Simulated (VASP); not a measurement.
# SiC18 in VASP: single point with PBE

Aim: the single point of SiC18 with PBE.

Everything below comes from runs of VASP 6.6.1. Logs are shortened: lines on timing, memory, paths and dates and some standing lists are left out, and cuts for length are marked.

**1. The cell of the first run**

The cell holds a slab with vacuum, 19 atoms: a = 7.398 Å, b = 7.398 Å, c = 11.000 Å, α = 90.00°, β = 90.00°, γ = 120.00°.

**2. Single point, PBE, collinear spin**

File INCAR:

```
SYSTEM = SiC18
PREC = Accurate
ENCUT = 640
EDIFF = 1E-6
ISMEAR = -1
SIGMA = 0.02
LREAL = .FALSE.
LASPH = .TRUE.
NELM = 300
ALGO = Normal
ISIF = 2
LWAVE = .FALSE.
LCHARG = .FALSE.
ISPIN = 2
MAGMOM = 0 0 0 0 0 0 0 0 0 0 0 0 0 0 0 0 0 0 0.22
LORBIT = 11
GGA = PE
NBANDS = 57
GGA_COMPAT = .FALSE.
NELMDL = -8
AMIX = 0.1
BMIX = 1E-4
AMIX_MAG = 0.4
BMIX_MAG = 1E-4
```

File KPOINTS:

```
regular mesh
0
G
  2 2 1
  0 0 0
```

File POSCAR:

```
SiC18
1.0
    7.3980000000      0.0000000000      0.0000000000
   -3.6990000000      6.4068560000      0.0000000000
    0.0000000000      0.0000000000     11.0000000000
C Si
18 1
Direct
    0.0051058135      0.0036398508      0.0908976364
    0.2267462618      0.1121973086      0.0892358182
    0.0049389535      0.3347503050      0.0857095455
    0.2266418621      0.4453469845      0.0886751818
    0.0047999910      0.6657767866      0.0938600909
    0.2266760965      0.7782153993      0.0927470000
    0.3373460175      0.0006433733      0.0902157273
    0.5593219737      0.1114812008      0.0866608182
    0.3369140787      0.3332661137      0.0878054545
    0.5583401876      0.4417566120      0.0887301818
    0.3365030738      0.6671618654      0.0922775455
    0.5593656095      0.7802454121      0.0938615455
    0.6714061418      0.0022986313      0.0874262727
    0.8937371571      0.1133740168      0.0853520000
    0.6706478036      0.3330766292      0.0857956364
    0.8932574419      0.4448628157      0.0874757273
    0.6688498917      0.6655137871      0.0934394545
    0.8945681293      0.7795325820      0.0976936364
    0.7515971601      0.7286333578      0.2775954545
```

Potentials or basis: VASP PAW PBE potentials, release 64 (C, Si).

Run with:

```console
$ cat potpaw_PBE.64/C/POTCAR potpaw_PBE.64/Si/POTCAR > POTCAR
$ mpirun -np 4 vasp_std > vasp.out
```

OUTCAR:

```text
SYSTEM = SiC18
   PREC = Accurate
   ENCUT = 640
   EDIFF = 1E-6
   ISMEAR = -1
   LREAL = .FALSE.
   LASPH = .TRUE.
   NELM = 300
   ISIF = 2
   ISPIN = 2
   LORBIT = 11
   GGA = PE
   NELMDL = -8
   AMIX = 0.1
   AMIX_MAG = 0.4

 ion  position               nearest neighbor table
   1  0.005  0.004  0.091-  14 1.42   2 1.42  18 1.44
   2  0.227  0.112  0.089-   9 1.42   1 1.42   7 1.42
   3  0.005  0.335  0.086-  14 1.42   4 1.42  16 1.42
   4  0.227  0.445  0.089-   3 1.42  11 1.42   9 1.42
   5  0.005  0.666  0.094-  16 1.42   6 1.42  18 1.44
   6  0.227  0.778  0.093-  11 1.42   5 1.42   7 1.43
   7  0.337  0.001  0.090-   8 1.42   2 1.42   6 1.43
   8  0.559  0.111  0.087-  13 1.42  15 1.42   7 1.42
   9  0.337  0.333  0.088-   2 1.42  10 1.42   4 1.42
  10  0.558  0.442  0.089-  15 1.42   9 1.42  17 1.43
  11  0.337  0.667  0.092-   6 1.42   4 1.42  12 1.43
  12  0.559  0.780  0.094-  13 1.42  11 1.43  17 1.44  19 2.61
  13  0.671  0.002  0.087-   8 1.42  12 1.42  14 1.42
  14  0.894  0.113  0.085-   1 1.42   3 1.42  13 1.42
  15  0.671  0.333  0.086-  10 1.42   8 1.42  16 1.43
  16  0.893  0.445  0.087-   5 1.42   3 1.42  15 1.43
  17  0.669  0.666  0.093-  10 1.43  12 1.44  18 1.45  19 2.10
  18  0.895  0.780  0.098-   5 1.44   1 1.44  17 1.45  19 2.19
  19  0.752  0.729  0.278-  17 2.10  18 2.19  12 2.61

  LATTYP: Found a hexagonal cell.
 ALAT       =     7.3980000000
 C/A-ratio  =     1.4868883482

  Lattice vectors:

 A1 = (   7.3980000000,   0.0000000000,   0.0000000000)
 A2 = (  -3.6990000000,   6.4068560000,   0.0000000000)
 A3 = (   0.0000000000,   0.0000000000,  11.0000000000)

Analysis of symmetry for initial positions (statically):
=====================================================================
 Subroutine PRICEL returns:
 Original cell was already a primitive cell.

 Routine SETGRP: Setting up the symmetry group for a
 hexagonal supercell.

 Subroutine GETGRP returns: Found  1 space group operations
 (whereof  1 operations were pure point group operations)
 out of a pool of 24 trial point group operations.

The static configuration has the point symmetry C_1 .

Analysis of symmetry for dynamics (positions and initial velocities):
=====================================================================
 Subroutine PRICEL returns:
 Original cell was already a primitive cell.

 Routine SETGRP: Setting up the symmetry group for a
 hexagonal supercell.

 Subroutine GETGRP returns: Found  1 space group operations
 (whereof  1 operations were pure point group operations)
 out of a pool of 24 trial point group operations.

The dynamic configuration has the point symmetry C_1 .

Analysis of structural, dynamic, and magnetic symmetry:
=====================================================================
 Subroutine PRICEL returns:
 Original cell was already a primitive cell.

 Routine SETGRP: Setting up the symmetry group for a
 hexagonal supercell.

 Subroutine GETGRP returns: Found  1 space group operations
 (whereof  1 operations were pure point group operations)
 out of a pool of 24 trial point group operations.

The overall configuration has the point symmetry C_1 .

 Subroutine INISYM returns: Found  1 space group operations
 (whereof  1 operations are pure point group operations),
 and found     1 'primitive' translations

----------------------------------------------------------------------------------------

                                     Primitive cell

  volume of cell :     521.3771

  direct lattice vectors                    reciprocal lattice vectors
     7.398000000  0.000000000  0.000000000     0.135171668  0.078041398  0.000000000
    -3.699000000  6.406856000  0.000000000     0.000000000  0.156082796  0.000000000
     0.000000000  0.000000000 11.000000000     0.000000000  0.000000000  0.090909091

  length of vectors
     7.398000000  7.398000054 11.000000000     0.156082797  0.156082796  0.090909091

  position of ions in fractional coordinates (direct lattice)
     0.005105814  0.003639851  0.090897636
     0.226746262  0.112197309  0.089235818
     0.004938954  0.334750305  0.085709546
     0.226641862  0.445346984  0.088675182
     0.004799991  0.665776787  0.093860091
     0.226676097  0.778215399  0.092747000
[... 11 lines left out ...]
     0.894568129  0.779532582  0.097693636
     0.751597160  0.728633358  0.277595455

  ion indices of the primitive-cell ions
   primitive index   ion index
                 1           1
                 2           2
                 3           3
                 4           4
                 5           5
                 6           6
[... 11 lines left out ...]
                18          18
                19          19

----------------------------------------------------------------------------------------

 KPOINTS: regular mesh

Automatic generation of k-mesh.
 Grid dimensions read from file:
 generate k-points for:    2    2    1

 Generating k-lattice:

  Cartesian coordinates                     Fractional coordinates (reciprocal lattice)
     0.067585834  0.039020699  0.000000000     0.500000000 -0.000000000  0.000000000
     0.000000000  0.078041398  0.000000000     0.000000000  0.500000000  0.000000000
     0.000000000  0.000000000  0.090909091     0.000000000  0.000000000  1.000000000

  Length of vectors
     0.078041399  0.078041398  0.090909091

  Shift w.r.t. Gamma in fractional coordinates (k-lattice)
     0.000000000  0.000000000  0.000000000

 Subroutine IBZKPT returns following result:
 ===========================================

 Found      4 irreducible k-points:

 Following reciprocal coordinates:
            Coordinates               Weight
  0.000000  0.000000  0.000000      1.000000
  0.500000 -0.000000  0.000000      1.000000
  0.000000  0.500000  0.000000      1.000000
  0.500000  0.500000  0.000000      1.000000
   k-points           NKPTS =      4   k-points in BZ     NKDIM =      4   number of bands    NBANDS=     60
   number of dos      NEDOS =    301   number of ions     NIONS =     19
   total plane-waves  NPLWV = 393216
   dimension x,y,z NGX =    64 NGY =   64 NGZ =   96
   dimension x,y,z NGXF=   128 NGYF=  128 NGZF=  192
   ions per type =              18   1
   NGX,Y,Z   is equivalent  to a cutoff of  14.38, 14.38, 14.51 a.u.
   NGXF,Y,Z  is equivalent  to a cutoff of  28.76, 28.76, 29.02 a.u.
 SYSTEM =  SiC18
   PREC   = accura    normal or accurate (medium, high low for compatibility)
   ISTART =      0    job   : 0-new  1-cont  2-samecut
   ICHARG =      2    charge: 1-file 2-atom 10-const
   ISPIN  =      2    spin polarized calculation?
   LNONCOLLINEAR =      F non collinear calculations
   LSORBIT =      F    spin-orbit coupling
   LASPH  =      T    aspherical Exc in radial PAW
   ENCUT  =  640.0 eV  47.04 Ry    6.86 a.u.  15.26 15.26 22.69*2*pi/ulx,y,z
   NELM   =    300;   NELMIN=  2; NELMDL= -8     # of ELM steps
   EDIFF  = 0.1E-05   stopping-criterion for ELM
   LREAL  =      F    real-space projection
   EDIFFG = 0.1E-04   stopping-criterion for IOM
   NSW    =      0    number of steps for IOM
   IBRION =     -1    ionic relax: 0-MD 1-quasi-New 2-CG
   NFREE  =      0    steps in history (QN), initial steepest desc. (CG)
   ISIF   =      2    stress and relaxation
   ISYM   =      2    0-nonsym 1-usesym 2-fastsym
   POTIM  = 0.5000    time-step for ionic-motion
   TEBEG  =    0.0;   TEEND  =   0.0 temperature during run
   PSTRESS=    0.0 pullay stress
   NELECT =      76.0000    total number of electrons
   NUPDOWN=      -1.0000    fix difference up-down
   EMIN   =  10.00;   EMAX   =-10.00  energy-range for DOS
   EFERMI =   0.00;   METHOD = LEGACY
   ISMEAR =    -1;   SIGMA  =   0.02  broadening in eV -4-tet -1-fermi 0-gaus
   EFERMI_NEDOS =   21; number of points for ismear=-14 and -15
   IALGO  =     38    algorithm
   IMIX   =      4    mixing-type and parameters
     AMIX     =   0.10;   BMIX     =  0.00
     AMIX_MAG =   0.40;   BMIX_MAG =  0.00
  volume/ion in A,a.u.               =      27.44       185.18
  Fermi-wavevector in a.u.,A,eV,Ry     =   0.861580  1.628149 10.099867  0.742319
  Thomas-Fermi vector in A             =   1.979254
   LORBIT       =     11    0 simple, 1 ext, 2 COOP (PROOUT), +10 PAW based schemes
   GGA     = PE    functional components
   LHFCALC =     F    Hartree Fock is set to
   AEXX    =    0.0000 exact exchange contribution
   IVDW    =     0    specifies the selected vdW correction
   LEPSILON=     F    determine dielectric tensor
   LRPA    =     F    only Hartree local field effects (RPA)
 spin polarized calculation
  energy-cutoff  :      640.00
  volume of cell :      521.38
 maximum number of plane-waves:     19257
 NGX is ok and might be reduce to    64
   NGX = 31   NGY = 31   NGZ = 45

 number of electron      76.0000001 magnetization      -0.6419756

 number of electron      76.0000001 magnetization       1.0002512

 Free energy of the ion-electron system (eV)
  ---------------------------------------------------
  ext. energy  EPLUGINS =         0.00000000
  ---------------------------------------------------
  free energy    TOTEN  =      -167.52660638 eV

  energy without entropy =     -167.52458572  energy(sigma->0) =     -167.52559605

 E-fermi :  -0.7268     XC(G=0):  -4.4578

 val. band max:       -0.7858365779   @ k =   0.5000   0.5000   0.0000
 cond. band min:      -0.6670393406   @ k =   0.0000   0.5000   0.0000
 fundamental gap:      0.1187972373
 Fermi energy:        -0.7268433409

 spin component 1

 k-point     1 :       0.0000    0.0000    0.0000
  band No.  band energies     occupation
      1     -20.7334      1.00000
      2     -18.5211      1.00000
      3     -18.1299      1.00000
      4     -18.0733      1.00000
      5     -18.0085      1.00000
      6     -17.9385      1.00000
[... 42 lines left out ...]
     49       3.8673      0.00000
     50       3.8984      0.00000
[... 157 lines left out ...]
     49       4.1751      0.00000
     50       4.7677      0.00000
 Fermi energy:        -0.7268433409

 spin component 2

 k-point     1 :       0.0000    0.0000    0.0000
  band No.  band energies     occupation
      1     -20.7175      1.00000
      2     -18.5008      1.00000
      3     -18.1252      1.00000
      4     -18.0522      1.00000
      5     -18.0001      1.00000
      6     -17.9196      1.00000
[... 42 lines left out ...]
     49       3.9320      0.00000
     50       3.9496      0.00000
[... 157 lines left out ...]
     49       4.3870      0.00000
     50       4.8683      0.00000
 [bands above 50 left out]

------------------------ aborting loop because EDIFF is reached ----------------------------------------

  FORCE on cell =-STRESS in cart. coord.  units (eV):
  Direction    XX          YY          ZZ          XY          YZ          ZX
  --------------------------------------------------------------------------------------
  -------------------------------------------------------------------------------------
  Total        3.4538566      5.5066831     -0.4537800     -0.6261781     -0.0104989      0.1506487
  in kB       10.6136048     16.9218832     -1.3944533     -1.9242278     -0.0322629      0.4629393
  external PRESSURE =       8.7136782 kB  Pullay stress =       0.0000000 kB

 VOLUME and BASIS-vectors are now :
 -----------------------------------------------------------------------------
  energy-cutoff  :      640.00
  volume of cell :      521.38
      direct lattice vectors                 reciprocal lattice vectors
     7.398000000  0.000000000  0.000000000     0.135171668  0.078041398  0.000000000
    -3.699000000  6.406856000  0.000000000     0.000000000  0.156082796  0.000000000
     0.000000000  0.000000000 11.000000000     0.000000000  0.000000000  0.090909091

 POSITION                                       TOTAL-FORCE (eV/Angst)
 -----------------------------------------------------------------------------------
      0.02431      0.02332      0.99987        -0.012845     -0.005535      0.009977
      1.26245      0.71883      0.98159         0.001282      0.000443      0.001402
     -1.20170      2.14470      0.94281        -0.000509      0.000177     -0.001076
      0.02936      2.85327      0.97543        -0.005782     -0.000911      0.003244
     -2.42720      4.26554      1.03246        -0.008702     -0.000349      0.004421
     -1.20167      4.98591      1.02022        -0.003381     -0.000539     -0.002880
[... 11 lines left out ...]
      3.73452      4.99435      1.07463        -0.000903     -0.001213      0.004687
      2.86510      4.66825      3.05355         0.072743     -0.005403     -0.009923
 -----------------------------------------------------------------------------------
    total drift:                               -0.000051     -0.000030      0.001344

  FREE ENERGIE OF THE ION-ELECTRON SYSTEM (eV)
  ---------------------------------------------------
  free  energy   TOTEN  =      -167.5266063759 eV

  energy  without entropy=     -167.5245857191  energy(sigma->0) =     -167.52559605

 total charge

# of ion       s       p       d       tot
------------------------------------------
    1        0.861   1.784   0.000   2.645
    2        0.860   1.800   0.000   2.660
    3        0.861   1.799   0.000   2.660
    4        0.861   1.789   0.000   2.650
    5        0.860   1.787   0.000   2.647
    6        0.860   1.799   0.000   2.659
[... 11 lines left out ...]
   18        0.854   1.783   0.000   2.637
   19        0.939   0.604   0.000   1.543
--------------------------------------------------
tot         16.410  32.882   0.000  49.292

 magnetization (x)

# of ion       s       p       d       tot
------------------------------------------
    1        0.001   0.006   0.000   0.007
    2       -0.000  -0.004   0.000  -0.004
    3       -0.000  -0.003   0.000  -0.003
    4        0.000   0.005   0.000   0.005
    5        0.001   0.001   0.000   0.001
    6       -0.001  -0.006   0.000  -0.007
[... 11 lines left out ...]
   18       -0.000  -0.002   0.000  -0.002
   19        0.008   0.269   0.000   0.277
--------------------------------------------------
tot          0.015   0.333   0.000   0.348
```

Run time: 6.6 min. Hardware: 4 MPI ranks of Intel Xeon Platinum 8259CL at 2.50GHz (Skylake/Cascade Lake), shared host; peak memory 0.42 GiB.

Results:

```
Free energy                                           : -167.5266 eV
Largest force                                         : 0.074 eV/Å
Net moment                                            : 1.00 μB per cell
Site moments                                          : C +0.01, -0.00, +0.00, -0.01, +0.02, +0.03 (each value once); Si +0.28 μB
Valence electrons inside the program's atomic spheres : C 2.65, 2.66, 2.63, 2.64 (each value once); Si 1.54
```

Forces in eV/Å, atoms in the order of the input:
```
C   -0.013 -0.006  0.010
C    0.001  0.000  0.001
C   -0.001  0.000 -0.001
C   -0.006 -0.001  0.003
C   -0.009  0.000  0.004
C   -0.003 -0.001 -0.003
C   -0.004  0.003  0.001
C   -0.007 -0.004 -0.007
C   -0.006  0.002  0.001
C   -0.003 -0.002  0.002
C    0.002  0.006 -0.005
C   -0.006  0.004 -0.007
C   -0.003 -0.008 -0.007
C   -0.003 -0.003 -0.002
C   -0.005  0.005 -0.003
C   -0.005  0.004 -0.006
C   -0.001  0.006  0.022
C   -0.001 -0.001  0.005
Si   0.073 -0.005 -0.010
```

Caveat: the k points lie up to 0.49 Å⁻¹ apart; there is no dipole correction, which matters where the two faces differ.
